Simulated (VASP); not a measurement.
# YScB2O6 (R-3) in VASP: single point with LDA

Aim: the single point of YScB2O6 with LDA.

All numbers are computed with VASP 6.6.1; they aren't measurements. Logs are shortened: lines on timing, memory, paths and dates and some standing lists are left out, and cuts for length are marked.

### 1 The cell of the first run

Symmetry: R-3, No. 148, trigonal system. The conventional cell has a = 4.911 Å, b = 4.911 Å, c = 16.119 Å, α = 90.00°, β = 90.00°, γ = 120.00°. Y (site symmetry -3) has 6 O at 2.32 Å within 3.1 Å. Within 2.8 Å of Sc (site symmetry -3) lie 6 O at 2.14 Å. Within 1.9 Å of B (site symmetry 3) lie 3 O at 1.39 Å. O (site symmetry 1) has 1 B at 1.39 Å within 1.9 Å.

### 2 Single point, LDA

INCAR reads:

```
SYSTEM = YScB2O6
ALGO = Normal
EDIFF = 1E-7
ENCUT = 520
GGA = CA
ISIF = 2
ISMEAR = 0
LASPH = .TRUE.
LCHARG = .FALSE.
LREAL = .FALSE.
LWAVE = .FALSE.
NBANDS = 43
NELM = 100
PREC = Accurate
SIGMA = 0.01
```

KPOINTS reads:

```
k-points
0
G
  4 4 4
  0 0 0
```

POSCAR reads:

```
YScB2O6
1.0
    2.4552600000      1.4175400000      5.3730200000
   -2.4552600000      1.4175400000      5.3730200000
    0.0000000000     -2.8350900000      5.3730200000
Y Sc B O
1 1 2 6
Direct
    0.5000000000      0.5000000000      0.5000000000
    0.0000000000      0.0000000000      0.0000000000
    0.2550100000      0.2550100000      0.2550100000
    0.7449900000      0.7449900000      0.7449900000
    0.2335400000      0.5458800000      0.9815500000
    0.9815500000      0.2335400000      0.5458800000
    0.5458800000      0.9815500000      0.2335400000
    0.0184500000      0.7664600000      0.4541200000
    0.4541200000      0.0184500000      0.7664600000
    0.7664600000      0.4541200000      0.0184500000
```

Potentials or basis: VASP PAW LDA potentials, release 64 (Y_sv, Sc_sv, B, O).

Started as:

```console
$ cat potpaw_LDA.64/Y_sv/POTCAR potpaw_LDA.64/Sc_sv/POTCAR potpaw_LDA.64/B/POTCAR potpaw_LDA.64/O/POTCAR > POTCAR
$ mpirun -np 1 vasp_std > vasp.out
```

OUTCAR:

```text
SYSTEM = YScB2O6
   EDIFF = 1E-7
   ENCUT = 520
   GGA = CA
   ISIF = 2
   ISMEAR = 0
   LASPH = .TRUE.
   LREAL = .FALSE.
   NELM = 100
   PREC = Accurate

 ion  position               nearest neighbor table
   1  0.500  0.500  0.500-   7 2.32   9 2.32   5 2.32  10 2.32   6 2.32   8 2.32   3 3.17   4 3.17
                             3 3.17   3 3.17   4 3.17   4 3.17
   2  0.000  0.000  0.000-   7 2.14   9 2.14   8 2.14   6 2.14   5 2.14  10 2.14
   3  0.255  0.255  0.255-   6 1.39   5 1.39   7 1.39   1 3.17   1 3.17   1 3.17
   4  0.745  0.745  0.745-   8 1.39  10 1.39   9 1.39   1 3.17   1 3.17   1 3.17
   5  0.234  0.546  0.982-   3 1.39   2 2.14   1 2.32
   6  0.982  0.234  0.546-   3 1.39   2 2.14   1 2.32
   7  0.546  0.982  0.234-   3 1.39   2 2.14   1 2.32
   8  0.018  0.766  0.454-   4 1.39   2 2.14   1 2.32
   9  0.454  0.018  0.766-   4 1.39   2 2.14   1 2.32
  10  0.766  0.454  0.018-   4 1.39   2 2.14   1 2.32

  LATTYP: Found a trigonal (rhomboedric) cell.
 ALAT       =     6.0751185371
 COS(alpha) =     0.6733253306

  Lattice vectors:

 A1 = (   2.4552600000,   1.4175400000,   5.3730200000)
 A2 = (  -2.4552600000,   1.4175400000,   5.3730200000)
 A3 = (   0.0000000000,  -2.8350900000,   5.3730200000)

Analysis of symmetry for initial positions (statically):
=====================================================================
 Subroutine PRICEL returns:
 Original cell was already a primitive cell.

 Routine SETGRP: Setting up the symmetry group for a
 trigonal (rhombohedral) supercell.

 Subroutine GETGRP returns: Found  6 space group operations
 (whereof  6 operations were pure point group operations)
 out of a pool of 12 trial point group operations.

The static configuration has the point symmetry S_6 .

Analysis of symmetry for dynamics (positions and initial velocities):
=====================================================================
 Subroutine PRICEL returns:
 Original cell was already a primitive cell.

 Routine SETGRP: Setting up the symmetry group for a
 trigonal (rhombohedral) supercell.

 Subroutine GETGRP returns: Found  6 space group operations
 (whereof  6 operations were pure point group operations)
 out of a pool of 12 trial point group operations.

The dynamic configuration has the point symmetry S_6 .

 Subroutine INISYM returns: Found  6 space group operations
 (whereof  6 operations are pure point group operations),
 and found     1 'primitive' translations

[... 107 lines left out ...]
   POTIM  = 0.5000    time-step for ionic-motion
   TEBEG  =    0.0;   TEEND  =   0.0 temperature during run
   PSTRESS=    0.0 pullay stress
   NELECT =      64.0000    total number of electrons
   NUPDOWN=      -1.0000    fix difference up-down
   EMIN   =  10.00;   EMAX   =-10.00  energy-range for DOS
   EFERMI =   0.00;   METHOD = LEGACY
   ISMEAR =     0;   SIGMA  =   0.01  broadening in eV -4-tet -1-fermi 0-gaus
   EFERMI_NEDOS =   21; number of points for ismear=-14 and -15
   IALGO  =     38    algorithm
   IMIX   =      4    mixing-type and parameters
     AMIX     =   0.40;   BMIX     =  1.00
     AMIX_MAG =   1.60;   BMIX_MAG =  1.00
  volume/ion in A,a.u.               =      11.22        75.72
  Fermi-wavevector in a.u.,A,eV,Ry     =   1.357689  2.565660 25.079884  1.843320
  Thomas-Fermi vector in A             =   2.484586
   LORBIT       =      0    0 simple, 1 ext, 2 COOP (PROOUT), +10 PAW based schemes
   GGA     = CA    functional components
   LHFCALC =     F    Hartree Fock is set to
   AEXX    =    0.0000 exact exchange contribution
   IVDW    =     0    specifies the selected vdW correction
   LEPSILON=     F    determine dielectric tensor
   LRPA    =     F    only Hartree local field effects (RPA)
 non-spin polarized calculation
 Gauss-broadening in eV      SIGMA  =   0.01
  energy-cutoff  :      520.00
  volume of cell :      112.20
 maximum number of plane-waves:      3036
 NGX is ok and might be reduce to    48
   NGX = 23   NGY = 23   NGZ = 23

 number of electron      63.9999999 magnetization

 Free energy of the ion-electron system (eV)
  ---------------------------------------------------
  ext. energy  EPLUGINS =         0.00000000
  ---------------------------------------------------
  free energy    TOTEN  =       -94.20261592 eV

  energy without entropy =      -94.20261592  energy(sigma->0) =      -94.20261592

 E-fermi :   1.6446     XC(G=0): -10.9856

 val. band max:        1.4877289872   @ k =   0.5000   0.5000  -0.0000
 cond. band min:       5.8383381766   @ k =   0.5000   0.5000  -0.0000
 fundamental gap:      4.3506091895
 Fermi energy:         1.6446452822

 k-point     1 :       0.0000    0.0000    0.0000
  band No.  band energies     occupation
      1     -45.5059      2.00000
      2     -38.5054      2.00000
      3     -24.5521      2.00000
      4     -24.5521      2.00000
      5     -24.5015      2.00000
      6     -18.9262      2.00000
[... 633 lines left out ...]
     42       9.1842      0.00000
     43       9.6894      0.00000

------------------------ aborting loop because EDIFF is reached ----------------------------------------

  FORCE on cell =-STRESS in cart. coord.  units (eV):
  Direction    XX          YY          ZZ          XY          YZ          ZX
  --------------------------------------------------------------------------------------
  -------------------------------------------------------------------------------------
  Total       -7.2480613     -7.2480440     -6.0223513      0.0000000      0.0000037      0.0000000
  in kB     -103.4972712   -103.4970246    -85.9949850      0.0000002      0.0000533      0.0000000
  external PRESSURE =     -97.6630936 kB  Pullay stress =       0.0000000 kB

 VOLUME and BASIS-vectors are now :
 -----------------------------------------------------------------------------
  energy-cutoff  :      520.00
  volume of cell :      112.20
      direct lattice vectors                 reciprocal lattice vectors
     2.455260000  1.417540000  5.373020000     0.203644421  0.117574301  0.062038430
    -2.455260000  1.417540000  5.373020000    -0.203644421  0.117574301  0.062038430
     0.000000000 -2.835090000  5.373020000     0.000000000 -0.235148602  0.062038211

 POSITION                                       TOTAL-FORCE (eV/Angst)
 -----------------------------------------------------------------------------------
      0.00000     -0.00001      8.05953        -0.000000      0.000000      0.000000
      0.00000      0.00000      0.00000        -0.000000      0.000000      0.000000
      0.00000     -0.00000      4.11052        -0.000000      0.000000     -0.013012
      0.00000     -0.00001     12.00854        -0.000000     -0.000000      0.013012
     -0.76688     -1.67792      9.46173         0.123672     -0.104310      0.005005
      1.83656      0.17482      9.46173         0.028499      0.159258      0.005005
     -1.06968      1.50309      9.46173        -0.152171     -0.054948      0.005005
     -1.83656     -0.17483      6.65733        -0.028499     -0.159258     -0.005005
      1.06968     -1.50310      6.65733         0.152171      0.054948     -0.005005
      0.76688      1.67791      6.65733        -0.123672      0.104310     -0.005005
 -----------------------------------------------------------------------------------
    total drift:                                0.000000     -0.000000      0.000000

  FREE ENERGIE OF THE ION-ELECTRON SYSTEM (eV)
  ---------------------------------------------------
  free  energy   TOTEN  =       -94.2026159205 eV

  energy  without entropy=      -94.2026159205  energy(sigma->0) =      -94.20261592
```

OSZICAR:

```text
N       E                     dE             d eps       ncg     rms          rms(c)
DAV:   1     0.745581574926E+03    0.74558E+03   -0.29986E+04  1204   0.153E+03
DAV:   2    -0.184613797959E+02   -0.76404E+03   -0.72204E+03  1440   0.474E+02
DAV:   3    -0.104425965268E+03   -0.85965E+02   -0.82691E+02  1909   0.158E+02
DAV:   4    -0.107930918419E+03   -0.35050E+01   -0.34909E+01  2056   0.328E+01
DAV:   5    -0.108021979182E+03   -0.91061E-01   -0.90931E-01  1704   0.378E+00    0.335E+01
DAV:   6    -0.945736013220E+02    0.13448E+02   -0.50987E+01  1869   0.505E+01    0.278E+01
DAV:   7    -0.943903420339E+02    0.18326E+00   -0.42960E+00  1832   0.991E+00    0.196E+01
DAV:   8    -0.942850737883E+02    0.10527E+00   -0.15593E+00  2002   0.704E+00    0.288E+00
DAV:   9    -0.942059180198E+02    0.79156E-01   -0.57169E-01  1448   0.349E+00    0.981E-01
DAV:  10    -0.942031661145E+02    0.27519E-02   -0.39172E-02  1872   0.185E+00    0.430E-01
DAV:  11    -0.942029812050E+02    0.18491E-03   -0.37403E-03  1888   0.588E-01    0.174E-01
DAV:  12    -0.942026230101E+02    0.35819E-03   -0.12172E-03  1976   0.209E-01    0.590E-02
DAV:  13    -0.942026543443E+02   -0.31334E-04   -0.15460E-04  1896   0.111E-01    0.449E-02
DAV:  14    -0.942026153071E+02    0.39037E-04   -0.15809E-04  2040   0.107E-01    0.153E-02
DAV:  15    -0.942026162871E+02   -0.98004E-06   -0.92532E-06  1568   0.157E-02    0.653E-03
DAV:  16    -0.942026159134E+02    0.37372E-06   -0.22605E-06  1752   0.765E-03    0.281E-03
DAV:  17    -0.942026159205E+02   -0.70841E-08   -0.87506E-08   800   0.180E-03
   1 F= -.94202616E+02 E0= -.94202616E+02  d E =-.307069-110
```

stdout:

```text
POSCAR found type information on POSCAR Y ScB O
 POSCAR found :  4 types and      10 ions
 scaLAPACK will be used
 LDA part: xc-table for (Slater(with rela. corr.)+CA(PZ))
 , standard interpolation
 POSCAR, INCAR and KPOINTS ok, starting setup
 FFT: planning ... GRIDC
 FFT: planning ... GRID_SOFT
 FFT: planning ... GRID
 WAVECAR not read
 entering main loop
```

Run time: 70 s. Hardware: 1 thread of Intel Xeon 6975P-C (Granite Rapids), shared host; peak memory 0.31 GiB.

Results:

```yaml
Free_energy: -94.2026 eV
Pressure: -9.8 GPa
Largest_force: 0.162 eV/Å
Band_gap_on_the_k_mesh: 4.35 eV, direct
```

Forces on the atoms (eV/Å):
```
Y    0.000  0.000  0.000
Sc   0.000  0.000  0.000
B    0.000  0.000 -0.013
B    0.000  0.000  0.013
O    0.124 -0.104  0.005
O    0.028  0.159  0.005
O   -0.152 -0.055  0.005
O   -0.028 -0.159 -0.005
O    0.152  0.055 -0.005
O   -0.124  0.104 -0.005
```

Stress tensor (GPa, compression positive):
```
-10.35   0.00   0.00
  0.00 -10.35   0.00
  0.00   0.00  -8.60
```

A k mesh can miss the band edges. A hybrid or GW would open this gap; LDA tends to underestimate it.
